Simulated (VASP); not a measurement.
Input of a VASP 6.6.1 run:

Contents of INCAR:

```
  ALGO = Normal
  EDIFF = 1E-6
  ENCUT = 520
  GGA = PE
  ISIF = 2
  ISMEAR = 0
  LASPH = T
  LCHARG = F
  LREAL = F
  LWAVE = F
  NBANDS = 26
  NELM = 80
  PREC = Accurate
  SIGMA = 0.05
```

The input KPOINTS:

```
k-points
0
Gamma
  6 6 6
```

Contents of POSCAR:

```
MgO
1.0
    1.4688622380      2.5441440255      2.6797873418
   -1.4688622380     -2.5441440255      2.6797873418
    4.4065867139     -2.5441440255      0.0000000000
Mg O
4 4
Direct
    0.5000000000      0.5000000000      0.0000000000
    0.2500000000      0.7500000000      0.5000000000
    0.7500000000      0.2500000000      0.5000000000
    0.0000000000      0.0000000000      0.0000000000
    0.7159600481      0.7840399519      0.2652534294
    0.5000000000      1.0000000000      0.8333333333
    0.0000000000      0.5000000000      0.8333333333
    0.2500000000      0.2500000000      0.3333333333
```

Potentials or basis: VASP PAW PBE potentials, release 64 (Mg, O).

Command:

```bash
$ cat potpaw_PBE.64/Mg/POTCAR potpaw_PBE.64/O/POTCAR > POTCAR
$ mpirun -np 1 vasp_std > vasp.out
```

(1) Predict the band gap on the k mesh.

(2) Predict the largest force.

(3) Predict the pressure.

Answers

(1) 2.69 eV (least direct gap 2.93 eV).

(2) 3.789 eV/Å.

(3) 2.6 GPa.

Caveat: the cell differs from its parent crystal (atom 5 (O) moved -0.400 Å along Cartesian [1 0 0]); forces of over 1 eV/Å act on the atoms, so gaps and moduli don't describe the material at rest.
